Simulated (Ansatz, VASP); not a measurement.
# Two plane-wave programs on Y

The input INCAR:

```
SYSTEM = Y
AGGAC = 1.0 ; AGGAX = 1.0
ALDAC = 0.0 ; ALDAX = 1.0
ALGO = Normal ; EDIFF = 1E-7
ENCUT = 520 ; GGA = B5
ISIF = 2 ; ISMEAR = -1
LASPH = .TRUE. ; LCHARG = .FALSE.
LREAL = .FALSE. ; LWAVE = .FALSE.
NBANDS = 12 ; NELM = 80
PREC = Accurate ; SIGMA = 0.1
```

File KPOINTS:

```
k-points
0
G
  12 12 12
  0 0 0
```

File POSCAR:

```
Y
1.0
    0.0000000000      2.4876924448      2.4876924448
    2.4876924448      0.0000000000      2.4876924448
    2.4876924448      2.4876924448      0.0000000000
Y
1
Direct
    0.0000000000      0.0000000000      0.0000000000
```

Input for Ansatz:

```yaml
crystal:
  lattice:
    - [0.0, 2.4876924448, 2.4876924448]
    - [2.4876924448, 0.0, 2.4876924448]
    - [2.4876924448, 2.4876924448, 0.0]
  atoms:
    - { symbol: "Y", position: [0.0, 0.0, 0.0] }
hamiltonian:
  xc: blyp
  pseudopotentials:
    kind: paw
    azcp:
      "Y": "pseudopotentials/Y.paw.azcp"
basis:
  ecutwfc: 420
  fft_grid_basis: typed
kpoints:
  mp_grid: { grid: [12, 12, 12], shift: [0, 0, 0] }
magnetization:
  spin_polarized: false
scf:
  occupations: { method: fermi_dirac, width: 0.1 }
  lower_state_search: "off"
output:
  stress: true
```

Alike in both runs: task single point; functional BLYP; k mesh 12 × 12 × 12; occupations fermi-dirac, width 0.1 eV; no spin polarisation.

```csv
,VASP,Ansatz
version,VASP 6.6.1,Ansatz 0.2.0
potentials or method,"VASP PAW PBE potentials, release 64 (Y_sv), cutoff 520 eV","plane waves (420 eV) with PAW, scalar-relativistic"
valence electrons in the cell,11,11
```

Ansatz gave:

```
pressure (GPa) : 3.6
```

Which values does VASP return?

Pressure (GPa): 3.5.

VASP's potentials were made for PBE, not for BLYP. With one functional, cell and mesh, what is left measures potentials, basis and numerics.
